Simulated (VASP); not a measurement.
# GaGe3 (Pm-3m) in VASP: notebook

GaGe3 is run at these levels: LDA; tasks: single point.

Program: VASP 6.6.1. These are calculated values, not measurements. Logs are shortened: lines on timing, memory, paths and dates and some standing lists are left out, and cuts for length are marked.

**1. The cell of the first run**

Symmetry: Pm-3m, No. 221, cubic system. The conventional cell has a = 4.335 Å, b = 4.335 Å, c = 4.335 Å, α = 90.00°, β = 90.00°, γ = 90.00°. Ge (site symmetry 4/mmm) has 8 Ge at 3.07 Å and 4 Ga at 3.07 Å within 4.0 Å. Within 4.0 Å of Ga (site symmetry m-3m) lie 12 Ge at 3.07 Å.

**2. Single point, LDA (volume scaled by 1.04)**

File INCAR:

```
PREC = Accurate ; ENCUT = 520
EDIFF = 1E-6 ; ISMEAR = -1
SIGMA = 0.05 ; LREAL = False
LASPH = True ; NELM = 100
ALGO = Normal ; ISIF = 2
LWAVE = False ; LCHARG = False
NBANDS = 36
```

File KPOINTS:

```
Automatic mesh
0
Gamma
  6 6 6
```

File POSCAR:

```
GaGe3
1.0
    4.3347680618      0.0000000000      0.0000000000
    0.0000000000      4.3347680618      0.0000000000
    0.0000000000      0.0000000000      4.3347680618
Ge Ga
3 1
Direct
    0.5000000000      0.5000000000      0.0000000000
    0.5000000000      0.0000000000      0.5000000000
    0.0000000000      0.5000000000      0.5000000000
    0.0000000000      0.0000000000      0.0000000000
```

Potentials or basis: VASP PAW LDA potentials, release 64 (Ge_d, Ga_d).

Launch:

```sh
$ cat potpaw_LDA.64/Ge_d/POTCAR potpaw_LDA.64/Ga_d/POTCAR > POTCAR
$ mpirun -np 1 vasp_std > vasp.out
```

OUTCAR:

```text
PREC = Accurate
   ENCUT = 520
   EDIFF = 1E-6
   ISMEAR = -1
   LREAL = False
   LASPH = True
   NELM = 100
   ISIF = 2

 ion  position               nearest neighbor table
   1  0.500  0.500  0.000-
   2  0.500  0.000  0.500-
   3  0.000  0.500  0.500-
   4  0.000  0.000  0.000-

  LATTYP: Found a simple cubic cell.
 ALAT       =     4.3347680618

  Lattice vectors:

 A1 = (   4.3347680618,   0.0000000000,   0.0000000000)
 A2 = (   0.0000000000,   4.3347680618,   0.0000000000)
 A3 = (   0.0000000000,   0.0000000000,   4.3347680618)

Analysis of symmetry for initial positions (statically):
=====================================================================
 Subroutine PRICEL returns:
 Original cell was already a primitive cell.

 Routine SETGRP: Setting up the symmetry group for a
 simple cubic supercell.

 Subroutine GETGRP returns: Found 48 space group operations
 (whereof 48 operations were pure point group operations)
 out of a pool of 48 trial point group operations.

The static configuration has the point symmetry O_h .

Analysis of symmetry for dynamics (positions and initial velocities):
=====================================================================
 Subroutine PRICEL returns:
 Original cell was already a primitive cell.

 Routine SETGRP: Setting up the symmetry group for a
 simple cubic supercell.

 Subroutine GETGRP returns: Found 48 space group operations
 (whereof 48 operations were pure point group operations)
 out of a pool of 48 trial point group operations.

The dynamic configuration has the point symmetry O_h .

 Subroutine INISYM returns: Found 48 space group operations
 (whereof 48 operations are pure point group operations),
 and found     1 'primitive' translations

----------------------------------------------------------------------------------------

                                     Primitive cell

  volume of cell :      81.4512

  direct lattice vectors                    reciprocal lattice vectors
     4.334768062  0.000000000  0.000000000     0.230692850  0.000000000  0.000000000
     0.000000000  4.334768062  0.000000000     0.000000000  0.230692850  0.000000000
     0.000000000  0.000000000  4.334768062     0.000000000  0.000000000  0.230692850

  length of vectors
     4.334768062  4.334768062  4.334768062     0.230692850  0.230692850  0.230692850

  position of ions in fractional coordinates (direct lattice)
     0.500000000  0.500000000  0.000000000
     0.500000000  0.000000000  0.500000000
     0.000000000  0.500000000  0.500000000
     0.000000000  0.000000000  0.000000000

  ion indices of the primitive-cell ions
   primitive index   ion index
                 1           1
                 2           2
                 3           3
                 4           4

----------------------------------------------------------------------------------------

 KPOINTS: Automatic mesh

Automatic generation of k-mesh.
 Grid dimensions read from file:
 generate k-points for:    6    6    6

 Generating k-lattice:

  Cartesian coordinates                     Fractional coordinates (reciprocal lattice)
     0.038448808  0.000000000  0.000000000     0.166666667  0.000000000  0.000000000
     0.000000000  0.038448808  0.000000000     0.000000000  0.166666667  0.000000000
     0.000000000  0.000000000  0.038448808     0.000000000  0.000000000  0.166666667

  Length of vectors
     0.038448808  0.038448808  0.038448808

  Shift w.r.t. Gamma in fractional coordinates (k-lattice)
     0.000000000  0.000000000  0.000000000

 Subroutine IBZKPT returns following result:
 ===========================================

 Found     20 irreducible k-points:

 Following reciprocal coordinates:
            Coordinates               Weight
  0.000000  0.000000  0.000000      1.000000
  0.166667  0.000000  0.000000      6.000000
  0.333333  0.000000  0.000000      6.000000
  0.500000  0.000000  0.000000      3.000000
  0.166667  0.166667  0.000000     12.000000
  0.333333  0.166667  0.000000     24.000000
[... 12 lines left out ...]
  0.500000  0.500000  0.333333      6.000000
  0.500000  0.500000  0.500000      1.000000
   k-points           NKPTS =     20   k-points in BZ     NKDIM =     20   number of bands    NBANDS=     36
   number of dos      NEDOS =    301   number of ions     NIONS =      4
   total plane-waves  NPLWV =  32768
   dimension x,y,z NGX =    32 NGY =   32 NGZ =   32
   dimension x,y,z NGXF=    64 NGYF=   64 NGZF=   64
   ions per type =               3   1
   NGX,Y,Z   is equivalent  to a cutoff of  12.27, 12.27, 12.27 a.u.
   NGXF,Y,Z  is equivalent  to a cutoff of  24.55, 24.55, 24.55 a.u.
 SYSTEM =  unknown system
   PREC   = accura    normal or accurate (medium, high low for compatibility)
   ISTART =      0    job   : 0-new  1-cont  2-samecut
   ICHARG =      2    charge: 1-file 2-atom 10-const
   ISPIN  =      1    spin polarized calculation?
   LNONCOLLINEAR =      F non collinear calculations
   LSORBIT =      F    spin-orbit coupling
   LASPH  =      T    aspherical Exc in radial PAW
   ENCUT  =  520.0 eV  38.22 Ry    6.18 a.u.   8.06  8.06  8.06*2*pi/ulx,y,z
   NELM   =    100;   NELMIN=  2; NELMDL= -5     # of ELM steps
   EDIFF  = 0.1E-05   stopping-criterion for ELM
   LREAL  =      F    real-space projection
   EDIFFG = 0.1E-04   stopping-criterion for IOM
   NSW    =      0    number of steps for IOM
   IBRION =     -1    ionic relax: 0-MD 1-quasi-New 2-CG
   NFREE  =      0    steps in history (QN), initial steepest desc. (CG)
   ISIF   =      2    stress and relaxation
   ISYM   =      2    0-nonsym 1-usesym 2-fastsym
   POTIM  = 0.5000    time-step for ionic-motion
   TEBEG  =    0.0;   TEEND  =   0.0 temperature during run
   PSTRESS=    0.0 pullay stress
   NELECT =      55.0000    total number of electrons
   NUPDOWN=      -1.0000    fix difference up-down
   EMIN   =  10.00;   EMAX   =-10.00  energy-range for DOS
   EFERMI =   0.00;   METHOD = LEGACY
   ISMEAR =    -1;   SIGMA  =   0.05  broadening in eV -4-tet -1-fermi 0-gaus
   EFERMI_NEDOS =   21; number of points for ismear=-14 and -15
   IALGO  =     38    algorithm
   IMIX   =      4    mixing-type and parameters
     AMIX     =   0.40;   BMIX     =  1.00
     AMIX_MAG =   1.60;   BMIX_MAG =  1.00
  volume/ion in A,a.u.               =      20.36       137.41
  Fermi-wavevector in a.u.,A,eV,Ry     =   1.436249  2.714118 28.066266  2.062812
  Thomas-Fermi vector in A             =   2.555458
   LORBIT       =      0    0 simple, 1 ext, 2 COOP (PROOUT), +10 PAW based schemes
   GGA     = CA    functional components
   LHFCALC =     F    Hartree Fock is set to
   AEXX    =    0.0000 exact exchange contribution
   IVDW    =     0    specifies the selected vdW correction
   LEPSILON=     F    determine dielectric tensor
   LRPA    =     F    only Hartree local field effects (RPA)
 non-spin polarized calculation
  energy-cutoff  :      520.00
  volume of cell :       81.45
 maximum number of plane-waves:      2272
   NGX = 17   NGY = 17   NGZ = 17

 number of electron      54.9999929 magnetization

 Free energy of the ion-electron system (eV)
  ---------------------------------------------------
  ext. energy  EPLUGINS =         0.00000000
  ---------------------------------------------------
  free energy    TOTEN  =       -17.94481979 eV

  energy without entropy =      -17.92271684  energy(sigma->0) =      -17.93376831

 E-fermi :   5.4671     XC(G=0): -11.1319

 val. band max:        5.4261185166   @ k =   0.1667   0.1667   0.0000
 cond. band min:       5.4962727395   @ k =   0.3333   0.3333   0.0000
 fundamental gap:      0.0701542229
 Fermi energy:         5.4671251443

 k-point     1 :       0.0000    0.0000    0.0000
  band No.  band energies     occupation
      1     -19.3838      2.00000
      2     -19.3838      2.00000
      3     -19.3838      2.00000
      4     -19.3733      2.00000
      5     -19.3459      2.00000
      6     -19.3459      2.00000
[... 28 lines left out ...]
     35      12.0439      0.00000
     36      12.3336      0.00000

 k-point     2 :       0.1667    0.0000    0.0000
  band No.  band energies     occupation
      1     -19.3829      2.00000
      2     -19.3768      2.00000
      3     -19.3768      2.00000
      4     -19.3688      2.00000
      5     -19.3454      2.00000
      6     -19.3420      2.00000
[... 28 lines left out ...]
     35      12.7345      0.00000
     36      13.4065      0.00000

 k-point     3 :       0.3333    0.0000    0.0000
  band No.  band energies     occupation
      1     -19.3807      2.00000
      2     -19.3579      2.00000
      3     -19.3577      2.00000
      4     -19.3577      2.00000
      5     -19.3440      2.00000
      6     -19.3320      2.00000
[... 28 lines left out ...]
     35      12.0386      0.00000
     36      12.0386      0.00000

 k-point     4 :       0.5000    0.0000    0.0000
  band No.  band energies     occupation
      1     -19.3796      2.00000
      2     -19.3504      2.00000
      3     -19.3422      2.00000
      4     -19.3370      2.00000
      5     -19.3370      2.00000
      6     -19.3265      2.00000
[... 28 lines left out ...]
     35      11.0413      0.00000
     36      11.0413      0.00000

 k-point     5 :       0.1667    0.1667    0.0000
  band No.  band energies     occupation
      1     -19.3777      2.00000
      2     -19.3741      2.00000
      3     -19.3729      2.00000
      4     -19.3636      2.00000
      5     -19.3433      2.00000
      6     -19.3391      2.00000
[... 499 lines left out ...]
 k-point    18 :       0.5000    0.3333    0.3333
  band No.  band energies     occupation
      1     -19.3582      2.00000
      2     -19.3526      2.00000
      3     -19.3520      2.00000
      4     -19.3504      2.00000
      5     -19.3487      2.00000
      6     -19.3478      2.00000
[... 28 lines left out ...]
     35      12.3083      0.00000
     36      12.6747      0.00000

 k-point    19 :       0.5000    0.5000    0.3333
  band No.  band energies     occupation
      1     -19.3547      2.00000
      2     -19.3547      2.00000
      3     -19.3532      2.00000
      4     -19.3518      2.00000
      5     -19.3502      2.00000
      6     -19.3502      2.00000
[... 28 lines left out ...]
     35      13.1408      0.00000
     36      13.1408      0.00000

 k-point    20 :       0.5000    0.5000    0.5000
  band No.  band energies     occupation
      1     -19.3559      2.00000
      2     -19.3559      2.00000
      3     -19.3559      2.00000
      4     -19.3546      2.00000
      5     -19.3532      2.00000
      6     -19.3532      2.00000
[... 28 lines left out ...]
     35      13.5803      0.00000
     36      13.5803      0.00000

------------------------ aborting loop because EDIFF is reached ----------------------------------------

  FORCE on cell =-STRESS in cart. coord.  units (eV):
  Direction    XX          YY          ZZ          XY          YZ          ZX
  --------------------------------------------------------------------------------------
  -------------------------------------------------------------------------------------
  Total       -3.3095364     -3.3095364     -3.3095364      0.0000000      0.0000000      0.0000000
  in kB      -65.0998746    -65.0998746    -65.0998746      0.0000000      0.0000000      0.0000000
  external PRESSURE =     -65.0998746 kB  Pullay stress =       0.0000000 kB

 VOLUME and BASIS-vectors are now :
 -----------------------------------------------------------------------------
  energy-cutoff  :      520.00
  volume of cell :       81.45
      direct lattice vectors                 reciprocal lattice vectors
     4.334768062  0.000000000  0.000000000     0.230692850  0.000000000  0.000000000
     0.000000000  4.334768062  0.000000000     0.000000000  0.230692850  0.000000000
     0.000000000  0.000000000  4.334768062     0.000000000  0.000000000  0.230692850

 POSITION                                       TOTAL-FORCE (eV/Angst)
 -----------------------------------------------------------------------------------
      2.16738      2.16738      0.00000         0.000000      0.000000      0.000000
      2.16738      0.00000      2.16738         0.000000      0.000000      0.000000
      0.00000      2.16738      2.16738         0.000000      0.000000      0.000000
      0.00000      0.00000      0.00000         0.000000      0.000000      0.000000
 -----------------------------------------------------------------------------------
    total drift:                                0.000000     -0.000000     -0.000000

  FREE ENERGIE OF THE ION-ELECTRON SYSTEM (eV)
  ---------------------------------------------------
  free  energy   TOTEN  =       -17.9448197879 eV

  energy  without entropy=      -17.9227168399  energy(sigma->0) =      -17.93376831
```

It took 26 s on 1 thread of Intel Xeon 6975P-C, shared host; peak memory 0.18 GiB.

What came out:

| Item | Value |
| --- | --- |
| Free energy | -17.9448 eV |
| Pressure | -6.5 GPa |

Levels at points of the mesh, in eV from the Fermi level:
| k point | band 25 | band 26 | band 27 | band 28 | band 29 | band 30 | band 31 | band 32 |
| --- | --- | --- | --- | --- | --- | --- | --- | --- |
| (0.00, 0.00, 0.00) | -3.58 | -3.58 | -3.43 | 2.49 | 2.49 | 2.49 | 3.41 | 3.41 |
| (0.50, 0.00, 0.00) | -1.79 | -1.79 | -1.20 | -1.20 | 0.06 | 0.32 | 4.02 | 4.22 |
| (0.50, 0.50, 0.00) | -0.80 | -0.25 | -0.25 | 0.11 | 0.28 | 0.28 | 0.53 | 1.64 |
| (0.50, 0.50, 0.50) | -5.09 | -4.63 | -4.63 | -4.63 | 6.25 | 6.25 | 6.30 | 6.30 |

**3. Single point, LDA (volume scaled by 1.06)**

File INCAR:

```
PREC = Accurate
ENCUT = 520
EDIFF = 1E-7
ISMEAR = -1
SIGMA = 0.05
LREAL = F
LASPH = T
NELM = 80
ALGO = Normal
ISIF = 2
LWAVE = F
LCHARG = F
GGA = CA
NBANDS = 36
```

KPOINTS is that of step 2.

File POSCAR:

```
GaGe3
1.0
    4.3623787939      0.0000000000      0.0000000000
    0.0000000000      4.3623787939      0.0000000000
    0.0000000000      0.0000000000      4.3623787939
Ge Ga
3 1
Direct
    0.5000000000      0.5000000000      0.0000000000
    0.5000000000      0.0000000000      0.5000000000
    0.0000000000      0.5000000000      0.5000000000
    0.0000000000      0.0000000000      0.0000000000
```

Potentials or basis: VASP PAW LDA potentials, release 64 (Ge_d, Ga_d).

Launch:

```sh
$ cat potpaw_LDA.64/Ge_d/POTCAR potpaw_LDA.64/Ga_d/POTCAR > POTCAR
$ mpirun -np 1 vasp_std > vasp.out
```

It took 30 s on 1 thread of Intel Xeon 6975P-C, shared host; peak memory 0.18 GiB.

The run converged. Its results:

```
Free energy : -17.8784 eV
Pressure    : -7.2 GPa
```

Levels at points of the mesh, in eV from the Fermi level:
```
           k point  band 26  band 27  band 28  band 29  band 30  band 31
(0.00, 0.00, 0.00)    -3.50    -3.44     2.45     2.45     2.45     3.37
(0.50, 0.00, 0.00)    -1.75    -1.16    -1.16     0.08     0.35     3.89
(0.50, 0.50, 0.00)    -0.26    -0.26     0.13     0.29     0.29     0.49
(0.50, 0.50, 0.50)    -4.53    -4.53    -4.53     6.12     6.12     6.17
```
